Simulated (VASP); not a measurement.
# K (Fm-3m) in VASP: single point with LDA

Aim: the single point of K with LDA.

Everything below comes from runs of VASP 6.6.1. Logs are shortened: lines on timing, memory, paths and dates and some standing lists are left out, and cuts for length are marked.

## Step 1: The cell of the first run

The structure is cubic, space group Fm-3m (No. 225). The conventional cell has a = 9.221 Å, b = 9.221 Å, c = 9.221 Å, α = 90.00°, β = 90.00°, γ = 90.00°. K (site symmetry -43m) has 10 K at 3.99 to 4.61 Å within 5.2 Å. K (site symmetry m-3m) has 8 K at 3.99 Å within 5.2 Å.

This isn't the form of K at room conditions, which is bcc.

## Step 2: Single point, LDA

File INCAR:

```
PREC = Accurate ; ENCUT = 520
EDIFF = 1E-6 ; ISMEAR = 1
SIGMA = 0.1 ; LREAL = False
LASPH = True ; NELM = 100
ALGO = Normal ; ISIF = 2
LWAVE = False ; LCHARG = False
NBANDS = 20
```

File KPOINTS:

```
regular mesh
0
Gamma
  5 5 5
```

File POSCAR:

```
K
1.0
    0.0000000000      4.6103400000      4.6103400000
    4.6103400000      0.0000000000      4.6103400000
    4.6103400000      4.6103400000      0.0000000000
K
3
Direct
    0.2500000000      0.2500000000      0.2500000000
    0.7500000000      0.7500000000      0.7500000000
    0.5000000000      0.5000000000      0.5000000000
```

Potentials or basis: VASP PAW LDA potentials, release 64 (K_sv).

On the command line:

```
$ cat potpaw_LDA.64/K_sv/POTCAR > POTCAR
$ mpirun -np 1 vasp_std > vasp.out
```

OUTCAR:

```text
PREC = Accurate
   ENCUT = 520
   EDIFF = 1E-6
   ISMEAR = 1
   LREAL = False
   LASPH = True
   NELM = 100
   ISIF = 2

 ion  position               nearest neighbor table
   1  0.250  0.250  0.250-
   2  0.750  0.750  0.750-
   3  0.500  0.500  0.500-

  LATTYP: Found a face centered cubic cell.
 ALAT       =     9.2206800000

  Lattice vectors:

 A1 = (   0.0000000000,   4.6103400000,   4.6103400000)
 A2 = (   4.6103400000,   0.0000000000,   4.6103400000)
 A3 = (   4.6103400000,   4.6103400000,   0.0000000000)

Analysis of symmetry for initial positions (statically):
=====================================================================
 Subroutine PRICEL returns:
 Original cell was already a primitive cell.

 Routine SETGRP: Setting up the symmetry group for a
 face centered cubic supercell.

 Subroutine GETGRP returns: Found 48 space group operations
 (whereof 48 operations were pure point group operations)
 out of a pool of 48 trial point group operations.

The static configuration has the point symmetry O_h .

Analysis of symmetry for dynamics (positions and initial velocities):
=====================================================================
 Subroutine PRICEL returns:
 Original cell was already a primitive cell.

 Routine SETGRP: Setting up the symmetry group for a
 face centered cubic supercell.

 Subroutine GETGRP returns: Found 48 space group operations
 (whereof 48 operations were pure point group operations)
 out of a pool of 48 trial point group operations.

The dynamic configuration has the point symmetry O_h .

 Subroutine INISYM returns: Found 48 space group operations
 (whereof 48 operations are pure point group operations),
 and found     1 'primitive' translations

----------------------------------------------------------------------------------------

                                     Primitive cell

  volume of cell :     195.9877

  direct lattice vectors                    reciprocal lattice vectors
     0.000000000  4.610340000  4.610340000    -0.108451871  0.108451871  0.108451871
     4.610340000  0.000000000  4.610340000     0.108451871 -0.108451871  0.108451871
     4.610340000  4.610340000  0.000000000     0.108451871  0.108451871 -0.108451871

  length of vectors
     6.520005355  6.520005355  6.520005355     0.187844151  0.187844151  0.187844151

  position of ions in fractional coordinates (direct lattice)
     0.250000000  0.250000000  0.250000000
     0.750000000  0.750000000  0.750000000
     0.500000000  0.500000000  0.500000000

  ion indices of the primitive-cell ions
   primitive index   ion index
                 1           1
                 2           2
                 3           3

----------------------------------------------------------------------------------------

 KPOINTS: regular mesh

Automatic generation of k-mesh.
 Grid dimensions read from file:
 generate k-points for:    5    5    5

 Generating k-lattice:

  Cartesian coordinates                     Fractional coordinates (reciprocal lattice)
    -0.021690374  0.021690374  0.021690374     0.200000000  0.000000000  0.000000000
     0.021690374 -0.021690374  0.021690374     0.000000000  0.200000000  0.000000000
     0.021690374  0.021690374 -0.021690374     0.000000000  0.000000000  0.200000000

  Length of vectors
     0.037568830  0.037568830  0.037568830

  Shift w.r.t. Gamma in fractional coordinates (k-lattice)
     0.000000000  0.000000000  0.000000000

 Subroutine IBZKPT returns following result:
 ===========================================

 Found     10 irreducible k-points:

 Following reciprocal coordinates:
            Coordinates               Weight
  0.000000  0.000000  0.000000      1.000000
  0.200000  0.000000  0.000000      8.000000
  0.400000  0.000000  0.000000      8.000000
  0.200000  0.200000  0.000000      6.000000
  0.400000  0.200000  0.000000     24.000000
 -0.400000  0.200000  0.000000     24.000000
 -0.200000  0.200000  0.000000     12.000000
  0.400000  0.400000  0.000000      6.000000
 -0.400000  0.400000  0.000000     12.000000
 -0.400000  0.400000  0.200000     24.000000
   k-points           NKPTS =     10   k-points in BZ     NKDIM =     10   number of bands    NBANDS=     20
   number of dos      NEDOS =    301   number of ions     NIONS =      3
   total plane-waves  NPLWV = 110592
   dimension x,y,z NGX =    48 NGY =   48 NGZ =   48
   dimension x,y,z NGXF=    96 NGYF=   96 NGZF=   96
   ions per type =               3
   NGX,Y,Z   is equivalent  to a cutoff of  12.24, 12.24, 12.24 a.u.
   NGXF,Y,Z  is equivalent  to a cutoff of  24.48, 24.48, 24.48 a.u.
 SYSTEM =  unknown system
   PREC   = accura    normal or accurate (medium, high low for compatibility)
   ISTART =      0    job   : 0-new  1-cont  2-samecut
   ICHARG =      2    charge: 1-file 2-atom 10-const
   ISPIN  =      1    spin polarized calculation?
   LNONCOLLINEAR =      F non collinear calculations
   LSORBIT =      F    spin-orbit coupling
   LASPH  =      T    aspherical Exc in radial PAW
   ENCUT  =  520.0 eV  38.22 Ry    6.18 a.u.  12.12 12.12 12.12*2*pi/ulx,y,z
   NELM   =    100;   NELMIN=  2; NELMDL= -5     # of ELM steps
   EDIFF  = 0.1E-05   stopping-criterion for ELM
   LREAL  =      F    real-space projection
   EDIFFG = 0.1E-04   stopping-criterion for IOM
   NSW    =      0    number of steps for IOM
   IBRION =     -1    ionic relax: 0-MD 1-quasi-New 2-CG
   NFREE  =      0    steps in history (QN), initial steepest desc. (CG)
   ISIF   =      2    stress and relaxation
   ISYM   =      2    0-nonsym 1-usesym 2-fastsym
   POTIM  = 0.5000    time-step for ionic-motion
   TEBEG  =    0.0;   TEEND  =   0.0 temperature during run
   PSTRESS=    0.0 pullay stress
   NELECT =      27.0000    total number of electrons
   NUPDOWN=      -1.0000    fix difference up-down
   EMIN   =  10.00;   EMAX   =-10.00  energy-range for DOS
   EFERMI =   0.00;   METHOD = LEGACY
   ISMEAR =     1;   SIGMA  =   0.10  broadening in eV -4-tet -1-fermi 0-gaus
   EFERMI_NEDOS =   21; number of points for ismear=-14 and -15
   IALGO  =     38    algorithm
   IMIX   =      4    mixing-type and parameters
     AMIX     =   0.40;   BMIX     =  1.00
     AMIX_MAG =   1.60;   BMIX_MAG =  1.00
  volume/ion in A,a.u.               =      65.33       440.86
  Fermi-wavevector in a.u.,A,eV,Ry     =   0.845512  1.597786  9.726677  0.714891
  Thomas-Fermi vector in A             =   1.960712
   LORBIT       =      0    0 simple, 1 ext, 2 COOP (PROOUT), +10 PAW based schemes
   GGA     = CA    functional components
   LHFCALC =     F    Hartree Fock is set to
   AEXX    =    0.0000 exact exchange contribution
   IVDW    =     0    specifies the selected vdW correction
   LEPSILON=     F    determine dielectric tensor
   LRPA    =     F    only Hartree local field effects (RPA)
 non-spin polarized calculation
 Methfessel and Paxton  Order N= 1 SIGMA  =   0.10
  energy-cutoff  :      520.00
  volume of cell :      195.99
 maximum number of plane-waves:      5296
   NGX = 25   NGY = 25   NGZ = 25

 number of electron      26.9999998 magnetization

 Free energy of the ion-electron system (eV)
  ---------------------------------------------------
  ext. energy  EPLUGINS =         0.00000000
  ---------------------------------------------------
  free energy    TOTEN  =        -3.02198548 eV

  energy without entropy =       -3.02130711  energy(sigma->0) =       -3.02175936

 E-fermi :   0.1335     XC(G=0):  -6.1375

 val. band max:        0.0583537131   @ k =  -0.4000   0.4000   0.0000
 cond. band min:       0.1553820868   @ k =  -0.4000   0.4000   0.2000
 fundamental gap:      0.0970283737
 Fermi energy:         0.1334592808

 k-point     1 :       0.0000    0.0000    0.0000
  band No.  band energies     occupation
      1     -32.0332      2.00000
      2     -31.8873      2.00000
      3     -31.8838      2.00000
      4     -15.7881      2.00000
      5     -15.7881      2.00000
      6     -15.7881      2.00000
[... 12 lines left out ...]
     19       2.1763      0.00000
     20       2.1763      0.00000

 k-point     2 :       0.2000    0.0000    0.0000
  band No.  band energies     occupation
      1     -32.0327      2.00000
      2     -31.8873      2.00000
      3     -31.8843      2.00000
      4     -15.7923      2.00000
      5     -15.7923      2.00000
      6     -15.7903      2.00000
[... 12 lines left out ...]
     19       2.1371      0.00000
     20       2.3972      0.00000

 k-point     3 :       0.4000    0.0000    0.0000
  band No.  band energies     occupation
      1     -32.0319      2.00000
      2     -31.8868      2.00000
      3     -31.8855      2.00000
      4     -15.7987      2.00000
      5     -15.7987      2.00000
      6     -15.7898      2.00000
[... 12 lines left out ...]
     19       2.1201     -0.00000
     20       2.8280      0.00000

 k-point     4 :       0.2000    0.2000    0.0000
  band No.  band energies     occupation
      1     -32.0325      2.00000
      2     -31.8873      2.00000
      3     -31.8844      2.00000
      4     -15.7980      2.00000
      5     -15.7980      2.00000
      6     -15.7829      2.00000
[... 12 lines left out ...]
     19       2.1403      0.00000
     20       2.6595      0.00000

 k-point     5 :       0.4000    0.2000    0.0000
  band No.  band energies     occupation
      1     -32.0318      2.00000
      2     -31.8871      2.00000
      3     -31.8853      2.00000
      4     -15.8046      2.00000
      5     -15.8025      2.00000
      6     -15.7834      2.00000
[... 12 lines left out ...]
     19       2.2767      0.00000
     20       2.8551      0.00000

 k-point     6 :      -0.4000    0.2000    0.0000
  band No.  band energies     occupation
      1     -32.0315      2.00000
      2     -31.8865      2.00000
      3     -31.8862      2.00000
      4     -15.8035      2.00000
      5     -15.7994      2.00000
      6     -15.7908      2.00000
[... 12 lines left out ...]
     19       2.8221      0.00000
     20       2.8250      0.00000

 k-point     7 :      -0.2000    0.2000    0.0000
  band No.  band energies     occupation
      1     -32.0321      2.00000
      2     -31.8871      2.00000
      3     -31.8850      2.00000
      4     -15.7973      2.00000
      5     -15.7961      2.00000
      6     -15.7927      2.00000
[... 12 lines left out ...]
     19       2.2797      0.00000
     20       2.7027      0.00000

 k-point     8 :       0.4000    0.4000    0.0000
  band No.  band energies     occupation
      1     -32.0314      2.00000
      2     -31.8874      2.00000
      3     -31.8854      2.00000
      4     -15.8125      2.00000
      5     -15.8125      2.00000
      6     -15.7711      2.00000
[... 12 lines left out ...]
     19       2.7646      0.00000
     20       3.1616      0.00000

 k-point     9 :      -0.4000    0.4000    0.0000
  band No.  band energies     occupation
      1     -32.0313      2.00000
      2     -31.8870      2.00000
      3     -31.8859      2.00000
      4     -15.8118      2.00000
      5     -15.8099      2.00000
      6     -15.7765      2.00000
[... 12 lines left out ...]
     19       2.7254      0.00000
     20       3.1840      0.00000

 k-point    10 :      -0.4000    0.4000    0.2000
  band No.  band energies     occupation
      1     -32.0314      2.00000
      2     -31.8868      2.00000
      3     -31.8860      2.00000
      4     -15.8124      2.00000
      5     -15.7985      2.00000
      6     -15.7863      2.00000
[... 12 lines left out ...]
     19       2.3318      0.00000
     20       2.9558      0.00000

------------------------ aborting loop because EDIFF is reached ----------------------------------------

  FORCE on cell =-STRESS in cart. coord.  units (eV):
  Direction    XX          YY          ZZ          XY          YZ          ZX
  --------------------------------------------------------------------------------------
  -------------------------------------------------------------------------------------
  Total        0.7253872      0.7253872      0.7253872     -0.0000000      0.0000000      0.0000000
  in kB        5.9299581      5.9299581      5.9299581     -0.0000000      0.0000000      0.0000000
  external PRESSURE =       5.9299581 kB  Pullay stress =       0.0000000 kB

 VOLUME and BASIS-vectors are now :
 -----------------------------------------------------------------------------
  energy-cutoff  :      520.00
  volume of cell :      195.99
      direct lattice vectors                 reciprocal lattice vectors
     0.000000000  4.610340000  4.610340000    -0.108451871  0.108451871  0.108451871
     4.610340000  0.000000000  4.610340000     0.108451871 -0.108451871  0.108451871
     4.610340000  4.610340000  0.000000000     0.108451871  0.108451871 -0.108451871

 POSITION                                       TOTAL-FORCE (eV/Angst)
 -----------------------------------------------------------------------------------
      2.30517      2.30517      2.30517        -0.000000     -0.000000     -0.000000
      6.91551      6.91551      6.91551         0.000000      0.000000      0.000000
      4.61034      4.61034      4.61034         0.000000     -0.000000     -0.000000
 -----------------------------------------------------------------------------------
    total drift:                               -0.000000     -0.000000     -0.000000

  FREE ENERGIE OF THE ION-ELECTRON SYSTEM (eV)
  ---------------------------------------------------
  free  energy   TOTEN  =        -3.0219854802 eV

  energy  without entropy=       -3.0213071052  energy(sigma->0) =       -3.02175936
```

It took 36 s on 1 thread of Intel Xeon Platinum 8175M at 2.50GHz (Skylake/Cascade Lake), shared host; peak memory 0.24 GiB.

What came out:

```yaml
Free_energy: -3.0220 eV
Pressure: 0.6 GPa
Band_gap_on_the_k_mesh: zero (an odd number of electrons rules out a gap without spin polarisation)
```

Levels at points of the mesh, in eV from the Fermi level:
| k point | band 9 | band 10 | band 11 | band 12 | band 13 | band 14 | band 15 | band 16 | band 17 | band 18 |
| --- | --- | --- | --- | --- | --- | --- | --- | --- | --- | --- |
| (0.00, 0.00, 0.00) | -15.77 | -15.71 | -15.71 | -15.71 | -2.51 | 1.74 | 1.74 | 1.74 | 1.78 | 1.78 |

The gap in the log of VASP goes by the Fermi energy; the results here count the filled bands.